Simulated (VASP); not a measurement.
A run of VASP 6.6.1:

INCAR

```
PREC     = Accurate       # precision mode
ENCUT    = 520            # plane-wave cutoff, eV
EDIFF    = 1E-7           # SCF threshold, eV
ISMEAR   = 0              # smearing method
SIGMA    = 0.2            # smearing width, eV
LREAL    = F              # projectors in reciprocal space
LASPH    = T              # aspherical terms in the spheres
NELM     = 60             # most SCF steps
ALGO     = Fast           # electronic algorithm
ISIF     = 2              # what is computed and relaxed
LWAVE    = F              # write WAVECAR
LCHARG   = F              # write CHGCAR
GGA      = PE             # functional
NBANDS   = 48             # bands
```

KPOINTS

```
Automatic mesh
0
Gamma
  4 4 3
```

POSCAR

```
K2AlRu4
1.0
    5.5251126759      0.0000000000      0.0000000000
    0.0000000000      5.5251126759      0.0000000000
    0.0000000000      0.0000000000      9.4812655728
K Al Ru
2 1 4
Direct
    0.5000000000      0.5000000000      0.1853287809
    0.5000000000      0.5000000000      0.8146712191
    0.0000000000      0.0000000000      0.0000000000
    0.2059064386      0.5000000000      0.5000000000
    0.7940935614      0.5000000000      0.5000000000
    0.5000000000      0.2059064386      0.5000000000
    0.5000000000      0.7940935614      0.5000000000
```

Potentials or basis: VASP PAW PBE potentials, release 64 (K_sv, Al, Ru_pv).

The run is started by

```bash
$ cat potpaw_PBE.64/K_sv/POTCAR potpaw_PBE.64/Al/POTCAR potpaw_PBE.64/Ru_pv/POTCAR > POTCAR
$ mpirun -np 1 vasp_std > vasp.out
```

Hardware: 1 thread of AMD EPYC 9R45 (Zen 5) (shared host).

**Question.** How long does it take, and how much memory?

**Answer.** It took 5.7 min on 1 thread of AMD EPYC 9R45 (Zen 5), on a shared host, peak memory 0.41 GiB. Counts: scf iterations 51, k points 12.
